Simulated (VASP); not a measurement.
Wanted: the native input for a VASP 6.6.1 run.

```yaml
Task: single point
Functional: PBE
Potentials_or_basis: VASP PAW PBE potentials, release 64 (Li_sv, Zr_sv, O)
Cutoff: 520 eV
k_mesh: 12 × 12 × 2
Occupations: gaussian, width 0.1 eV
Spin: no spin polarisation
Dipole_correction: no
Further_INCAR_settings: ALGO = Normal; EDIFF = 1e-06; NBANDS = 38
```

The structure of Li3ZrO lies in POSCAR:

```
Li3ZrO
1.0
    3.1370348908      0.0000000000      0.0000000000
   -1.5685174454      2.7167519080      0.0000000000
    0.0000000000      0.0000000000     19.5325910925
Li Zr O
6 2 2
Direct
    0.6666666667      0.3333333333      0.1844079364
    0.3333333333      0.6666666667      0.3234920147
    0.6666666667      0.3333333333      0.4412704731
    0.3333333333      0.6666666667      0.8155920636
    0.6666666667      0.3333333333      0.6765079853
    0.3333333333      0.6666666667      0.5587295269
    0.3333333333      0.6666666667      0.0643309276
    0.6666666667      0.3333333333      0.9356690724
    0.0000000000      0.0000000000      0.1357443070
    0.0000000000      0.0000000000      0.8642556930
```

This cell differs from its parent crystal: volume scaled by 0.94, then relaxed in part.

These files were run (other wordings do the same):

INCAR

```
SYSTEM = Li3ZrO
PREC = Accurate
ENCUT = 520
EDIFF = 1E-6
ISMEAR = 0
SIGMA = 0.1
LREAL = .FALSE.
LASPH = .TRUE.
NELM = 100
ALGO = Normal
ISIF = 2
LWAVE = .FALSE.
LCHARG = .FALSE.
GGA = PE
NBANDS = 38
```

KPOINTS

```
regular mesh
0
G
  12 12 2
  0 0 0
```

Potentials or basis: VASP PAW PBE potentials, release 64 (Li_sv, Zr_sv, O).

Launch:

```sh
$ cat potpaw_PBE.64/Li_sv/POTCAR potpaw_PBE.64/Zr_sv/POTCAR potpaw_PBE.64/O/POTCAR > POTCAR
$ mpirun -np 1 vasp_std > vasp.out
```

It gave:

- Largest force: 0.028 eV/Å
- Band gap on the k mesh: zero (band 27 reaches 5.52 eV, above the bottom of band 28 at 2.91 eV)

Wall time 4.5 min on 1 thread of Intel(R) Xeon(R) Platinum 8488C (Sapphire Rapids), with other jobs on the host, peak memory 0.4 GiB.
